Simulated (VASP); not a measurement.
# ZrH3 (Pm-3m) in VASP: a series of runs

The runs below take ZrH3 through single point, with PBEsol.

Program: VASP 6.6.1. These are calculated values, not measurements. Logs are shortened: lines on timing, memory, paths and dates and some standing lists are left out, and cuts for length are marked.

## Step 1: The cell of the first run

Symmetry: Pm-3m, No. 221, cubic system. Conventional cell: a = 3.126 Å, b = 3.126 Å, c = 3.126 Å, α = 90.00°, β = 90.00°, γ = 90.00°. Zr (site symmetry m-3m) has 12 H at 2.21 Å within 2.9 Å. Within 2.9 Å of H (site symmetry 4/mmm) lie 4 Zr at 2.21 Å and 8 H at 2.21 Å.

## Step 2: Single point, PBEsol

The input, INCAR:

```
SYSTEM = ZrH3
PREC = Accurate
ENCUT = 520
EDIFF = 1E-6
ISMEAR = 1
SIGMA = 0.05
LREAL = .False.
LASPH = .True.
NELM = 80
ALGO = Normal
ISIF = 2
LWAVE = .False.
LCHARG = .True.
GGA = PS
LELF = .True.
LVHAR = .True.
NBANDS = 16
```

The input, KPOINTS:

```
Automatic mesh
0
Gamma
  8 8 8
  0 0 0
```

The input, POSCAR:

```
ZrH3
1.0
    3.1260400000      0.0000000000      0.0000000000
    0.0000000000      3.1260400000      0.0000000000
    0.0000000000      0.0000000000      3.1260400000
Zr H
1 3
Direct
    0.0000000000      0.0000000000      0.0000000000
    0.0000000000      0.5000000000      0.5000000000
    0.5000000000      0.0000000000      0.5000000000
    0.5000000000      0.5000000000      0.0000000000
```

Potentials or basis: VASP PAW PBE potentials, release 64 (Zr_sv, H).

The run is started by

```console
> cat potpaw_PBE.64/Zr_sv/POTCAR potpaw_PBE.64/H/POTCAR > POTCAR
> mpirun -np 1 vasp_std > vasp.out
```

OUTCAR:

```text
SYSTEM = ZrH3
   PREC = Accurate
   ENCUT = 520
   EDIFF = 1E-6
   ISMEAR = 1
   LREAL = .False.
   LASPH = .True.
   NELM = 80
   ISIF = 2
   GGA = PS

 ion  position               nearest neighbor table
   1  0.000  0.000  0.000-   2 2.21   3 2.21   4 2.21   2 2.21   3 2.21   2 2.21   4 2.21   2 2.21
                             3 2.21   4 2.21   3 2.21   4 2.21
   2  0.000  0.500  0.500-   1 2.21   1 2.21   1 2.21   1 2.21
   3  0.500  0.000  0.500-   1 2.21   1 2.21   1 2.21   1 2.21
   4  0.500  0.500  0.000-   1 2.21   1 2.21   1 2.21   1 2.21

  LATTYP: Found a simple cubic cell.
 ALAT       =     3.1260400000

  Lattice vectors:

 A1 = (   3.1260400000,   0.0000000000,   0.0000000000)
 A2 = (   0.0000000000,   3.1260400000,   0.0000000000)
 A3 = (   0.0000000000,   0.0000000000,   3.1260400000)

Analysis of symmetry for initial positions (statically):
=====================================================================
 Subroutine PRICEL returns:
 Original cell was already a primitive cell.

 Routine SETGRP: Setting up the symmetry group for a
 simple cubic supercell.

 Subroutine GETGRP returns: Found 48 space group operations
 (whereof 48 operations were pure point group operations)
 out of a pool of 48 trial point group operations.

The static configuration has the point symmetry O_h .

Analysis of symmetry for dynamics (positions and initial velocities):
=====================================================================
 Subroutine PRICEL returns:
 Original cell was already a primitive cell.

 Routine SETGRP: Setting up the symmetry group for a
 simple cubic supercell.

 Subroutine GETGRP returns: Found 48 space group operations
 (whereof 48 operations were pure point group operations)
 out of a pool of 48 trial point group operations.

The dynamic configuration has the point symmetry O_h .

 Subroutine INISYM returns: Found 48 space group operations
 (whereof 48 operations are pure point group operations),
 and found     1 'primitive' translations

----------------------------------------------------------------------------------------

                                     Primitive cell

  volume of cell :      30.5481

  direct lattice vectors                    reciprocal lattice vectors
     3.126040000  0.000000000  0.000000000     0.319893539  0.000000000  0.000000000
     0.000000000  3.126040000  0.000000000     0.000000000  0.319893539  0.000000000
     0.000000000  0.000000000  3.126040000     0.000000000  0.000000000  0.319893539

  length of vectors
     3.126040000  3.126040000  3.126040000     0.319893539  0.319893539  0.319893539

  position of ions in fractional coordinates (direct lattice)
     0.000000000  0.000000000  0.000000000
     0.000000000  0.500000000  0.500000000
     0.500000000  0.000000000  0.500000000
     0.500000000  0.500000000  0.000000000

  ion indices of the primitive-cell ions
   primitive index   ion index
                 1           1
                 2           2
                 3           3
                 4           4

----------------------------------------------------------------------------------------

 KPOINTS: Automatic mesh

Automatic generation of k-mesh.
 Grid dimensions read from file:
 generate k-points for:    8    8    8

 Generating k-lattice:

  Cartesian coordinates                     Fractional coordinates (reciprocal lattice)
     0.039986692  0.000000000  0.000000000     0.125000000  0.000000000  0.000000000
     0.000000000  0.039986692  0.000000000     0.000000000  0.125000000  0.000000000
     0.000000000  0.000000000  0.039986692     0.000000000  0.000000000  0.125000000

  Length of vectors
     0.039986692  0.039986692  0.039986692

  Shift w.r.t. Gamma in fractional coordinates (k-lattice)
     0.000000000  0.000000000  0.000000000

 Subroutine IBZKPT returns following result:
 ===========================================

 Found     35 irreducible k-points:

 Following reciprocal coordinates:
            Coordinates               Weight
  0.000000  0.000000  0.000000      1.000000
  0.125000  0.000000  0.000000      6.000000
  0.250000  0.000000  0.000000      6.000000
  0.375000  0.000000  0.000000      6.000000
  0.500000  0.000000  0.000000      3.000000
  0.125000  0.125000  0.000000     12.000000
[... 16 lines left out ...]
  0.375000  0.375000  0.125000     24.000000
  0.500000  0.375000  0.125000     24.000000
 [... further k-points ...]
   k-points           NKPTS =     35   k-points in BZ     NKDIM =     35   number of bands    NBANDS=     16
   number of dos      NEDOS =    301   number of ions     NIONS =      4
   total plane-waves  NPLWV =  13824
   dimension x,y,z NGX =    24 NGY =   24 NGZ =   24
   dimension x,y,z NGXF=    48 NGYF=   48 NGZF=   48
   ions per type =               1   3
   NGX,Y,Z   is equivalent  to a cutoff of  12.76, 12.76, 12.76 a.u.
   NGXF,Y,Z  is equivalent  to a cutoff of  25.53, 25.53, 25.53 a.u.
 SYSTEM =  ZrH3
   PREC   = accura    normal or accurate (medium, high low for compatibility)
   ISTART =      0    job   : 0-new  1-cont  2-samecut
   ICHARG =      2    charge: 1-file 2-atom 10-const
   ISPIN  =      1    spin polarized calculation?
   LNONCOLLINEAR =      F non collinear calculations
   LSORBIT =      F    spin-orbit coupling
   LASPH  =      T    aspherical Exc in radial PAW
   ENCUT  =  520.0 eV  38.22 Ry    6.18 a.u.   5.81  5.81  5.81*2*pi/ulx,y,z
   NELM   =     80;   NELMIN=  2; NELMDL= -5     # of ELM steps
   EDIFF  = 0.1E-05   stopping-criterion for ELM
   LREAL  =      F    real-space projection
   EDIFFG = 0.1E-04   stopping-criterion for IOM
   NSW    =      0    number of steps for IOM
   IBRION =     -1    ionic relax: 0-MD 1-quasi-New 2-CG
   NFREE  =      0    steps in history (QN), initial steepest desc. (CG)
   ISIF   =      2    stress and relaxation
   ISYM   =      2    0-nonsym 1-usesym 2-fastsym
   POTIM  = 0.5000    time-step for ionic-motion
   TEBEG  =    0.0;   TEEND  =   0.0 temperature during run
   PSTRESS=    0.0 pullay stress
   NELECT =      15.0000    total number of electrons
   NUPDOWN=      -1.0000    fix difference up-down
   EMIN   =  10.00;   EMAX   =-10.00  energy-range for DOS
   EFERMI =   0.00;   METHOD = LEGACY
   ISMEAR =     1;   SIGMA  =   0.05  broadening in eV -4-tet -1-fermi 0-gaus
   EFERMI_NEDOS =   21; number of points for ismear=-14 and -15
   IALGO  =     38    algorithm
   IMIX   =      4    mixing-type and parameters
     AMIX     =   0.40;   BMIX     =  1.00
     AMIX_MAG =   1.60;   BMIX_MAG =  1.00
  volume/ion in A,a.u.               =       7.64        51.54
  Fermi-wavevector in a.u.,A,eV,Ry     =   1.291549  2.440673 22.695845  1.668098
  Thomas-Fermi vector in A             =   2.423312
   LORBIT       =      0    0 simple, 1 ext, 2 COOP (PROOUT), +10 PAW based schemes
   GGA     = PS    functional components
   LHFCALC =     F    Hartree Fock is set to
   AEXX    =    0.0000 exact exchange contribution
   IVDW    =     0    specifies the selected vdW correction
   LEPSILON=     F    determine dielectric tensor
   LRPA    =     F    only Hartree local field effects (RPA)
 non-spin polarized calculation
 Methfessel and Paxton  Order N= 1 SIGMA  =   0.05
  energy-cutoff  :      520.00
  volume of cell :       30.55
 maximum number of plane-waves:       840
 NGX is ok and might be reduce to    24
   NGX = 11   NGY = 11   NGZ = 11

 number of electron      15.0000002 magnetization

 Free energy of the ion-electron system (eV)
  ---------------------------------------------------
  ext. energy  EPLUGINS =         0.00000000
  ---------------------------------------------------
  free energy    TOTEN  =       -20.39162841 eV

  energy without entropy =      -20.39126096  energy(sigma->0) =      -20.39150593

 E-fermi :   7.6049     XC(G=0): -11.3116

 val. band max:        7.5866575059   @ k =   0.3750   0.1250   0.0000
 cond. band min:       7.8294277060   @ k =   0.5000   0.0000   0.0000
 fundamental gap:      0.2427702000
 Fermi energy:         7.6048755162

 k-point     1 :       0.0000    0.0000    0.0000
  band No.  band energies     occupation
      1     -41.4445      2.00000
      2     -19.1948      2.00000
      3     -19.1948      2.00000
      4     -19.1948      2.00000
      5      -2.4441      2.00000
      6       3.5769      2.00000
[... 8 lines left out ...]
     15      15.8973      0.00000
     16      20.8508      0.00000

 k-point     2 :       0.1250    0.0000    0.0000
  band No.  band energies     occupation
      1     -41.4344      2.00000
      2     -19.3116      2.00000
      3     -19.1852      2.00000
      4     -19.1852      2.00000
      5      -2.1442      2.00000
      6       3.6154      2.00000
[... 8 lines left out ...]
     15      16.6935      0.00000
     16      22.2257      0.00000

 k-point     3 :       0.2500    0.0000    0.0000
  band No.  band energies     occupation
      1     -41.4099      2.00000
      2     -19.5838      2.00000
      3     -19.1619      2.00000
      4     -19.1619      2.00000
      5      -1.3199      2.00000
      6       3.4288      2.00000
[... 8 lines left out ...]
     15      18.2013      0.00000
     16      24.9095      0.00000

 k-point     4 :       0.3750    0.0000    0.0000
  band No.  band energies     occupation
      1     -41.3852      2.00000
      2     -19.8441      2.00000
      3     -19.1384      2.00000
      4     -19.1384      2.00000
      5      -0.1337      2.00000
      6       2.5825      2.00000
[... 8 lines left out ...]
     15      19.6109      0.00000
     16      21.9247      0.00000
[... 324 lines left out ...]
 k-point    22 :       0.5000    0.2500    0.1250
  band No.  band energies     occupation
      1     -41.3325      2.00000
      2     -19.8662      2.00000
      3     -19.4702      2.00000
      4     -19.1984      2.00000
      5       1.2773      2.00000
      6       2.4752      2.00000
[... 8 lines left out ...]
     15      21.3131      0.00000
     16      21.4374      0.00000

 k-point    23 :       0.3750    0.3750    0.1250
  band No.  band energies     occupation
      1     -41.3189      2.00000
      2     -19.7329      2.00000
      3     -19.7150      2.00000
      4     -19.1839      2.00000
      5       0.9976      2.00000
      6       3.3730      2.00000
[... 8 lines left out ...]
     15      19.8258      0.00000
     16      21.5740      0.00000

 k-point    24 :       0.5000    0.3750    0.1250
  band No.  band energies     occupation
      1     -41.3091      2.00000
      2     -19.8205      2.00000
      3     -19.7061      2.00000
      4     -19.1734      2.00000
      5       1.1068      2.00000
      6       3.3433      2.00000
[... 8 lines left out ...]
     15      19.7994      0.00000
     16      20.3438      0.00000

 [... further k-points ...]

------------------------ aborting loop because EDIFF is reached ----------------------------------------

  FORCE on cell =-STRESS in cart. coord.  units (eV):
  Direction    XX          YY          ZZ          XY          YZ          ZX
  --------------------------------------------------------------------------------------
  -------------------------------------------------------------------------------------
  Total       -0.9370959     -0.9370959     -0.9370959      0.0000000      0.0000000      0.0000000
  in kB      -49.1485870    -49.1485870    -49.1485870      0.0000000      0.0000000      0.0000000
  external PRESSURE =     -49.1485870 kB  Pullay stress =       0.0000000 kB

 VOLUME and BASIS-vectors are now :
 -----------------------------------------------------------------------------
  energy-cutoff  :      520.00
  volume of cell :       30.55
      direct lattice vectors                 reciprocal lattice vectors
     3.126040000  0.000000000  0.000000000     0.319893539  0.000000000  0.000000000
     0.000000000  3.126040000  0.000000000     0.000000000  0.319893539  0.000000000
     0.000000000  0.000000000  3.126040000     0.000000000  0.000000000  0.319893539

 POSITION                                       TOTAL-FORCE (eV/Angst)
 -----------------------------------------------------------------------------------
      0.00000      0.00000      0.00000         0.000000      0.000000      0.000000
      0.00000      1.56302      1.56302         0.000000      0.000000      0.000000
      1.56302      0.00000      1.56302         0.000000      0.000000      0.000000
      1.56302      1.56302      0.00000         0.000000      0.000000      0.000000
 -----------------------------------------------------------------------------------
    total drift:                                0.000000      0.000000      0.000000

  FREE ENERGIE OF THE ION-ELECTRON SYSTEM (eV)
  ---------------------------------------------------
  free  energy   TOTEN  =       -20.3916284133 eV

  energy  without entropy=      -20.3912609644  energy(sigma->0) =      -20.39150593
```

It took 12 s on 1 thread of AMD EPYC 7R13 (Zen 3), shared host; peak memory 0.11 GiB.

What came out:

```yaml
Free_energy: -20.3916 eV
Pressure: -4.9 GPa
```

Caveat: the PAW data sets were made with another functional, which shifts forces and pressure a little.

## Step 3: Single point, PBEsol

The input, INCAR:

```
PREC = Accurate
ENCUT = 520
EDIFF = 1E-6
ISMEAR = 1
SIGMA = 0.05
LREAL = F
LASPH = T
NELM = 100
ALGO = Normal
ISIF = 2
LWAVE = F
LCHARG = T
GGA = PS
LELF = T
LVHAR = T
NBANDS = 16
```

The input, KPOINTS:

```
regular mesh
0
Gamma
  8 8 8
```

POSCAR is that of step 2.

Potentials or basis: VASP PAW PBE potentials, release 64 (Zr_sv, H).

The run is started by

```console
> cat potpaw_PBE.64/Zr_sv/POTCAR potpaw_PBE.64/H/POTCAR > POTCAR
> mpirun -np 1 vasp_std > vasp.out
```

OUTCAR:

```text
PREC = Accurate
   ENCUT = 520
   EDIFF = 1E-6
   ISMEAR = 1
   LREAL = F
   LASPH = T
   NELM = 100
   ISIF = 2
   GGA = PS

 ion  position               nearest neighbor table
   1  0.000  0.000  0.000-   2 2.21   3 2.21   4 2.21   2 2.21   3 2.21   2 2.21   4 2.21   2 2.21
                             3 2.21   4 2.21   3 2.21   4 2.21
   2  0.000  0.500  0.500-   1 2.21   1 2.21   1 2.21   1 2.21
   3  0.500  0.000  0.500-   1 2.21   1 2.21   1 2.21   1 2.21
   4  0.500  0.500  0.000-   1 2.21   1 2.21   1 2.21   1 2.21

  LATTYP: Found a simple cubic cell.
 ALAT       =     3.1260400000

  Lattice vectors:

 A1 = (   3.1260400000,   0.0000000000,   0.0000000000)
 A2 = (   0.0000000000,   3.1260400000,   0.0000000000)
 A3 = (   0.0000000000,   0.0000000000,   3.1260400000)

Analysis of symmetry for initial positions (statically):
=====================================================================
 Subroutine PRICEL returns:
 Original cell was already a primitive cell.

 Routine SETGRP: Setting up the symmetry group for a
 simple cubic supercell.

[... 172 lines left out ...]

 val. band max:        7.5866575059   @ k =   0.3750   0.1250   0.0000
 cond. band min:       7.8294277060   @ k =   0.5000   0.0000   0.0000
 fundamental gap:      0.2427702000
 Fermi energy:         7.6048755162

 k-point     1 :       0.0000    0.0000    0.0000
  band No.  band energies     occupation
      1     -41.4445      2.00000
      2     -19.1948      2.00000
      3     -19.1948      2.00000
      4     -19.1948      2.00000
      5      -2.4441      2.00000
      6       3.5769      2.00000
[... 433 lines left out ...]
      3     -19.7061      2.00000
      4     -19.1734      2.00000
      5       1.1068      2.00000
      6       3.3433      2.00000
[... 8 lines left out ...]
     15      19.7994      0.00000
     16      20.3438      0.00000

 [... further k-points ...]

------------------------ aborting loop because EDIFF is reached ----------------------------------------

  FORCE on cell =-STRESS in cart. coord.  units (eV):
  Direction    XX          YY          ZZ          XY          YZ          ZX
  --------------------------------------------------------------------------------------
  -------------------------------------------------------------------------------------
  Total       -0.9370959     -0.9370959     -0.9370959      0.0000000      0.0000000      0.0000000
  in kB      -49.1485870    -49.1485870    -49.1485870      0.0000000      0.0000000      0.0000000
  external PRESSURE =     -49.1485870 kB  Pullay stress =       0.0000000 kB

 VOLUME and BASIS-vectors are now :
 -----------------------------------------------------------------------------
  energy-cutoff  :      520.00
  volume of cell :       30.55
      direct lattice vectors                 reciprocal lattice vectors
     3.126040000  0.000000000  0.000000000     0.319893539  0.000000000  0.000000000
     0.000000000  3.126040000  0.000000000     0.000000000  0.319893539  0.000000000
     0.000000000  0.000000000  3.126040000     0.000000000  0.000000000  0.319893539

 POSITION                                       TOTAL-FORCE (eV/Angst)
 -----------------------------------------------------------------------------------
      0.00000      0.00000      0.00000         0.000000      0.000000      0.000000
      0.00000      1.56302      1.56302         0.000000      0.000000      0.000000
      1.56302      0.00000      1.56302         0.000000      0.000000      0.000000
      1.56302      1.56302      0.00000         0.000000      0.000000      0.000000
 -----------------------------------------------------------------------------------
    total drift:                                0.000000      0.000000      0.000000

  FREE ENERGIE OF THE ION-ELECTRON SYSTEM (eV)
  ---------------------------------------------------
  free  energy   TOTEN  =       -20.3916284133 eV

  energy  without entropy=      -20.3912609644  energy(sigma->0) =      -20.39150593
```

stdout:

```text
POSCAR found type information on POSCAR ZrH
 POSCAR found :  2 types and       4 ions
 scaLAPACK will be used
 -----------------------------------------------------------------------------
|                                                                             |
|                                                                             |
|     You enforced a specific xc type in the INCAR file but a different       |
|     I HOPE YOU KNOW WHAT YOU ARE DOING!                                     |
|                                                                             |
 -----------------------------------------------------------------------------

 LDA part: xc-table for (Slater+PW92), standard interpolation
 POSCAR, INCAR and KPOINTS ok, starting setup
 FFT: planning ... GRIDC
 FFT: planning ... GRID_SOFT
 FFT: planning ... GRID
 WAVECAR not read
 entering main loop
```

It took 12 s on 1 thread of AMD EPYC 7R13 (Zen 3), shared host; peak memory 0.12 GiB.

Results:

```yaml
Free_energy: -20.3916 eV
Pressure: -4.9 GPa
```

Caveat: the PAW data sets were made with another functional, which shifts forces and pressure a little.
